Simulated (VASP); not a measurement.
# MgO (P6_3mc) in VASP: single point with LDA

Aim: the single point of MgO with LDA.

Program: VASP 6.6.1. These are calculated values, not measurements. Logs are shortened: lines on timing, memory, paths and dates and some standing lists are left out, and cuts for length are marked.

**1. The cell of the first run**

It takes space group P6_3mc (No. 186, hexagonal). Conventional cell: a = 3.251 Å, b = 3.251 Å, c = 10.386 Å, α = 90.00°, β = 90.00°, γ = 120.00°. Mg (site symmetry 3m) has 4 O at 1.97 to 1.98 Å within 2.6 Å. Within 2.6 Å of Mg (site symmetry 3m) lie 4 O at 1.97 to 1.99 Å. Within 2.6 Å of O (site symmetry 3m) lie 4 Mg at 1.97 Å. O (site symmetry 3m) has 4 Mg at 1.98 to 1.99 Å within 2.6 Å.

**2. Single point, LDA**

POSCAR

```
MgO
1.0
    3.2505940000      0.0000000000      0.0000000000
   -1.6252970000      2.8150970000      0.0000000000
    0.0000000000      0.0000000000     10.3863380000
Mg O
4 4
Direct
    0.3333333333      0.6666666667      0.9696620000
    0.0000000000      0.0000000000      0.2210020000
    0.0000000000      0.0000000000      0.7210020000
    0.6666666667      0.3333333333      0.4696620000
    0.3333333333      0.6666666667      0.7798400000
    0.0000000000      0.0000000000      0.5294930000
    0.0000000000      0.0000000000      0.0294930000
    0.6666666667      0.3333333333      0.2798400000
```

INCAR.step1

```
SYSTEM = MgO
  ALGO = Normal
  EDIFF = 1E-7
  ENCUT = 520
  ISIF = 2
  ISMEAR = 0
  LASPH = .TRUE.
  LCHARG = .TRUE.
  LREAL = .FALSE.
  LWAVE = .FALSE.
  NBANDS = 26
  NELM = 80
  PREC = Accurate
  SIGMA = 0.01
```

KPOINTS.step1

```
k-points
0
G
  6 6 2
  0 0 0
```

INCAR.step2

```
SYSTEM = MgO
  ALGO = Normal
  EDIFF = 1E-7
  ENCUT = 520
  ICHARG = 11
  ISIF = 2
  ISMEAR = -5
  LASPH = .TRUE.
  LCHARG = .FALSE.
  LORBIT = 11
  LREAL = .FALSE.
  LWAVE = .FALSE.
  NBANDS = 26
  NEDOS = 2001
  NELM = 80
  PREC = Accurate
  SIGMA = 0.01
```

KPOINTS.step2

```
k-points
0
G
  9 9 3
  0 0 0
```

Potentials or basis: VASP PAW LDA potentials, release 64 (Mg, O).

Launch:

```sh
$ cat potpaw_LDA.64/Mg/POTCAR potpaw_LDA.64/O/POTCAR > POTCAR
$ cp INCAR.step1 INCAR
$ cp KPOINTS.step1 KPOINTS
$ mpirun -np 1 vasp_std > vasp.out
$ cp INCAR.step2 INCAR
$ cp KPOINTS.step2 KPOINTS
$ mpirun -np 1 vasp_std > vasp.out
```

OUTCAR:

```text
SYSTEM = MgO
   EDIFF = 1E-7
   ENCUT = 520
   ICHARG = 11
   ISIF = 2
   ISMEAR = -5
   LASPH = .TRUE.
   LORBIT = 11
   LREAL = .FALSE.
   NELM = 80
   PREC = Accurate

 ion  position               nearest neighbor table
   1  0.333  0.667  0.970-   5 1.97   7 1.98   7 1.98   7 1.98   3 3.19   3 3.19   3 3.19   2 3.22
                             2 3.22   2 3.22
   2  0.000  0.000  0.221-   8 1.97   8 1.97   8 1.97   7 1.99   4 3.19   4 3.19   4 3.19   1 3.22
                             1 3.22   1 3.22
   3  0.000  0.000  0.721-   5 1.97   5 1.97   5 1.97   6 1.99   1 3.19   1 3.19   1 3.19   4 3.22
                             4 3.22   4 3.22
   4  0.667  0.333  0.470-   8 1.97   6 1.98   6 1.98   6 1.98   2 3.19   2 3.19   2 3.19   3 3.22
                             3 3.22   3 3.22
   5  0.333  0.667  0.780-   1 1.97   3 1.97   3 1.97   3 1.97
   6  0.000  0.000  0.529-   4 1.98   4 1.98   4 1.98   3 1.99
   7  0.000  0.000  0.029-   1 1.98   1 1.98   1 1.98   2 1.99
   8  0.667  0.333  0.280-   4 1.97   2 1.97   2 1.97   2 1.97

  LATTYP: Found a hexagonal cell.
 ALAT       =     3.2505940000
 C/A-ratio  =     3.1952123212

  Lattice vectors:

 A1 = (   3.2505940000,   0.0000000000,   0.0000000000)
 A2 = (  -1.6252970000,   2.8150970000,   0.0000000000)
 A3 = (   0.0000000000,   0.0000000000,  10.3863380000)

Analysis of symmetry for initial positions (statically):
=====================================================================
 Subroutine PRICEL returns:
 Original cell was already a primitive cell.

 Routine SETGRP: Setting up the symmetry group for a
 hexagonal supercell.

 Subroutine GETGRP returns: Found 12 space group operations
 (whereof  6 operations were pure point group operations)
 out of a pool of 24 trial point group operations.

The static configuration has the point symmetry C_3v.
 The point group associated with its full space group is C_6v.

Analysis of symmetry for dynamics (positions and initial velocities):
=====================================================================
 Subroutine PRICEL returns:
 Original cell was already a primitive cell.

 Routine SETGRP: Setting up the symmetry group for a
 hexagonal supercell.

 Subroutine GETGRP returns: Found 12 space group operations
 (whereof  6 operations were pure point group operations)
 out of a pool of 24 trial point group operations.

The dynamic configuration has the point symmetry C_3v.
 The point group associated with its full space group is C_6v.

 Subroutine INISYM returns: Found 12 space group operations
 (whereof  6 operations are pure point group operations),
 and found     1 'primitive' translations

----------------------------------------------------------------------------------------

                                     Primitive cell

  volume of cell :      95.0427

  direct lattice vectors                    reciprocal lattice vectors
     3.250594000  0.000000000  0.000000000     0.307636081  0.177613773  0.000000000
    -1.625297000  2.815097000  0.000000000     0.000000000  0.355227546  0.000000000
     0.000000000  0.000000000 10.386338000     0.000000000  0.000000000  0.096280325

  length of vectors
     3.250594000  3.250594016 10.386338000     0.355227548  0.355227546  0.096280325

  position of ions in fractional coordinates (direct lattice)
     0.333333333  0.666666667  0.969662000
     0.000000000  0.000000000  0.221002000
     0.000000000  0.000000000  0.721002000
     0.666666667  0.333333333  0.469662000
     0.333333333  0.666666667  0.779840000
     0.000000000  0.000000000  0.529493000
     0.000000000  0.000000000  0.029493000
     0.666666667  0.333333333  0.279840000

  ion indices of the primitive-cell ions
   primitive index   ion index
                 1           1
                 2           2
                 3           3
                 4           4
                 5           5
                 6           6
                 7           7
                 8           8

----------------------------------------------------------------------------------------

 KPOINTS: k-points

Automatic generation of k-mesh.
 Grid dimensions read from file:
 generate k-points for:    9    9    3

 Generating k-lattice:

  Cartesian coordinates                     Fractional coordinates (reciprocal lattice)
     0.034181787  0.019734864  0.000000000     0.111111111  0.000000000  0.000000000
     0.000000000  0.039469727  0.000000000     0.000000000  0.111111111  0.000000000
     0.000000000  0.000000000  0.032093442     0.000000000  0.000000000  0.333333333

  Length of vectors
     0.039469728  0.039469727  0.032093442

  Shift w.r.t. Gamma in fractional coordinates (k-lattice)
     0.000000000  0.000000000  0.000000000

 TETIRR: Found    207 inequivalent tetrahedra from     1458

 Subroutine IBZKPT returns following result:
 ===========================================

 Found     24 irreducible k-points:

 Following reciprocal coordinates:
            Coordinates               Weight
  0.000000  0.000000  0.000000      1.000000
  0.111111  0.000000  0.000000      6.000000
  0.222222 -0.000000  0.000000      6.000000
  0.333333 -0.000000  0.000000      6.000000
  0.444444 -0.000000  0.000000      6.000000
  0.111111  0.111111  0.000000      6.000000
[... 16 lines left out ...]
  0.333333  0.222222  0.333333     24.000000
  0.333333  0.333333  0.333333      4.000000
   k-points           NKPTS =     24   k-points in BZ     NKDIM =     24   number of bands    NBANDS=     26
   number of dos      NEDOS =   2001   number of ions     NIONS =      8
   total plane-waves  NPLWV =  46080
   dimension x,y,z NGX =    24 NGY =   24 NGZ =   80
   dimension x,y,z NGXF=    48 NGYF=   48 NGZF=  160
   ions per type =               4   4
   NGX,Y,Z   is equivalent  to a cutoff of  12.27, 12.27, 12.80 a.u.
   NGXF,Y,Z  is equivalent  to a cutoff of  24.55, 24.55, 25.61 a.u.
 SYSTEM =  MgO
   PREC   = accura    normal or accurate (medium, high low for compatibility)
   ISTART =      0    job   : 0-new  1-cont  2-samecut
   ICHARG =     11    charge: 1-file 2-atom 10-const
   ISPIN  =      1    spin polarized calculation?
   LNONCOLLINEAR =      F non collinear calculations
   LSORBIT =      F    spin-orbit coupling
   LASPH  =      T    aspherical Exc in radial PAW
   ENCUT  =  520.0 eV  38.22 Ry    6.18 a.u.   6.04  6.04 19.31*2*pi/ulx,y,z
   NELM   =     80;   NELMIN=  2; NELMDL=  0     # of ELM steps
   EDIFF  = 0.1E-06   stopping-criterion for ELM
   LREAL  =      F    real-space projection
   EDIFFG = 0.1E-05   stopping-criterion for IOM
   NSW    =      0    number of steps for IOM
   IBRION =     -1    ionic relax: 0-MD 1-quasi-New 2-CG
   NFREE  =      0    steps in history (QN), initial steepest desc. (CG)
   ISIF   =      2    stress and relaxation
   ISYM   =      2    0-nonsym 1-usesym 2-fastsym
   POTIM  = 0.5000    time-step for ionic-motion
   TEBEG  =    0.0;   TEEND  =   0.0 temperature during run
   PSTRESS=    0.0 pullay stress
   NELECT =      32.0000    total number of electrons
   NUPDOWN=      -1.0000    fix difference up-down
   EMIN   =  10.00;   EMAX   =-10.00  energy-range for DOS
   EFERMI =   0.00;   METHOD = LEGACY
   ISMEAR =    -5;   SIGMA  =   0.01  broadening in eV -4-tet -1-fermi 0-gaus
   EFERMI_NEDOS =   21; number of points for ismear=-14 and -15
   IALGO  =     38    algorithm
   IMIX   =      4    mixing-type and parameters
     AMIX     =   0.40;   BMIX     =  1.00
     AMIX_MAG =   1.60;   BMIX_MAG =  1.00
  volume/ion in A,a.u.               =      11.88        80.17
  Fermi-wavevector in a.u.,A,eV,Ry     =   1.138899  2.152208 17.648001  1.297092
  Thomas-Fermi vector in A             =   2.275603
   LORBIT       =     11    0 simple, 1 ext, 2 COOP (PROOUT), +10 PAW based schemes
   GGA     = CA    functional components
   LHFCALC =     F    Hartree Fock is set to
   AEXX    =    0.0000 exact exchange contribution
   IVDW    =     0    specifies the selected vdW correction
   LEPSILON=     F    determine dielectric tensor
   LRPA    =     F    only Hartree local field effects (RPA)
 non-spin polarized calculation
 Fermi weights with tetrahedron method with Bloechl corrections
  energy-cutoff  :      520.00
  volume of cell :       95.04
 maximum number of plane-waves:      2592

 number of electron      32.0000022 magnetization

 Free energy of the ion-electron system (eV)
  ---------------------------------------------------
  ext. energy  EPLUGINS =         0.00000000
  ---------------------------------------------------
  free energy    TOTEN  =       -52.31176785 eV

  energy without entropy =      -52.31176785  energy(sigma->0) =      -52.31176785

 E-fermi :   0.5531     XC(G=0): -10.2428

 val. band max:        0.5438370388   @ k =   0.0000   0.0000   0.0000
 cond. band min:       4.0479000010   @ k =   0.0000   0.0000   0.0000
 fundamental gap:      3.5040629622
 Fermi energy:         0.5531392059

 k-point     1 :       0.0000    0.0000    0.0000
  band No.  band energies     occupation
      1     -15.1630      2.00000
      2     -14.8132      2.00000
      3     -14.7986      2.00000
      4     -14.4157      2.00000
      5      -2.6273      2.00000
      6      -1.4159      2.00000
[... 18 lines left out ...]
     25      14.7574      0.00000
     26      15.5245      0.00000
[... 644 lines left out ...]
      4     -14.2928      2.00000
      5      -1.8826      2.00000
      6      -1.8826      2.00000
[... 18 lines left out ...]
     25      13.3715      0.00000
     26      13.4840      0.00000

------------------------ aborting loop because EDIFF is reached ----------------------------------------

  FORCE on cell =-STRESS in cart. coord.  units (eV):
  Direction    XX          YY          ZZ          XY          YZ          ZX
  --------------------------------------------------------------------------------------
  -------------------------------------------------------------------------------------
  Total       -3.0088077     -3.0088077     -2.7474336      0.0000000     -0.0000000      0.0000000
  in kB      -50.7208432    -50.7208439    -46.3147411      0.0000000     -0.0000000      0.0000000
  external PRESSURE =     -49.2521427 kB  Pullay stress =       0.0000000 kB

 VOLUME and BASIS-vectors are now :
 -----------------------------------------------------------------------------
  energy-cutoff  :      520.00
  volume of cell :       95.04
      direct lattice vectors                 reciprocal lattice vectors
     3.250594000  0.000000000  0.000000000     0.307636081  0.177613773  0.000000000
    -1.625297000  2.815097000  0.000000000     0.000000000  0.355227546  0.000000000
     0.000000000  0.000000000 10.386338000     0.000000000  0.000000000  0.096280325

 POSITION                                       TOTAL-FORCE (eV/Angst)
 -----------------------------------------------------------------------------------
     -0.00000      1.87673     10.07124        -0.000000     -0.000000     -0.012126
      0.00000      0.00000      2.29540        -0.000000     -0.000000     -0.012033
      0.00000      0.00000      7.48857        -0.000000      0.000000     -0.012033
      1.62530      0.93837      4.87807        -0.000000     -0.000000     -0.012126
     -0.00000      1.87673      8.09968         0.000000     -0.000000      0.012414
      0.00000      0.00000      5.49949        -0.000000     -0.000000      0.011745
      0.00000      0.00000      0.30632        -0.000000     -0.000000      0.011745
      1.62530      0.93837      2.90651        -0.000000     -0.000000      0.012414
 -----------------------------------------------------------------------------------
    total drift:                               -0.000000     -0.000001     -0.000821

  FREE ENERGIE OF THE ION-ELECTRON SYSTEM (eV)
  ---------------------------------------------------
  free  energy   TOTEN  =       -52.3117678476 eV

  energy  without entropy=      -52.3117678476  energy(sigma->0) =      -52.31176785

 total charge

# of ion       s       p       d       tot
------------------------------------------
    1        0.175   0.201   0.080   0.456
    2        0.174   0.199   0.080   0.452
    3        0.174   0.199   0.080   0.452
    4        0.175   0.201   0.080   0.456
    5        1.534   3.527   0.000   5.061
    6        1.534   3.521   0.000   5.055
    7        1.534   3.521   0.000   5.055
    8        1.534   3.527   0.000   5.061
--------------------------------------------------
tot          6.833  14.895   0.321  22.049
```

Run time: 77 s. Hardware: 1 thread of Intel Xeon 8259CL, shared host; peak memory 0.18 GiB.

Results:

```yaml
Valence_electrons_inside_the_program's_atomic_spheres: Mg 0.46, 0.45 (each value once); O 5.06, 5.05 (each value once)
```

Levels at points of the mesh, in eV from the valence-band top:
```
           k point  band 12  band 13  band 14  band 15  band 16  band 17  band 18  band 19  band 20  band 21
(0.00, 0.00, 0.00)    -0.24    -0.24    -0.13    -0.13     0.00     3.50     5.83     5.94     8.50     9.73
```
